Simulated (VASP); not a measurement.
Ti, 1 atom in the cell. It takes space group I4/mmm (No. 139, tetragonal). Conventional cell: a = 2.954 Å, b = 2.954 Å, c = 3.183 Å, α = 90.00°, β = 90.00°, γ = 90.00°. Ti (site symmetry 4/mmm) has 14 Ti at 2.63 to 3.18 Å within 3.5 Å.  This cell differs from its parent crystal: volume 13.891 Å^3 an atom, c/a of the conventional cell 1.0776.

| Quantity | Value |
| --- | --- |
| Program | VASP 6.6.1 |
| Task | single point |
| Functional | PBEsol |
| Potentials or basis | VASP PAW PBE potentials, release 64 (Ti_sv) |
| Cutoff | 520 eV |
| k mesh | 22 × 22 × 22 |
| Occupations | gaussian, width 0.15 eV |
| Spin | no spin polarisation |
| Dipole correction | no |
| Further INCAR settings | ALGO = Normal; EDIFF = 1e-06; NBANDS = 12 |

Potentials or basis: VASP PAW PBE potentials, release 64 (Ti_sv).

Command:

```bash
$ cat potpaw_PBE.64/Ti_sv/POTCAR > POTCAR
$ mpirun -np 1 vasp_std > vasp.out
```

Hardware: 1 thread of AMD EPYC 9R45 96-Core Processor (Zen 5), on a shared host.

Estimate the wall time of this run.

Wall time 56 s on 1 thread of AMD EPYC 9R45 96-Core Processor (Zen 5) (shared host), peak memory 0.21 GiB. Counts: scf iterations 12, k points 834.
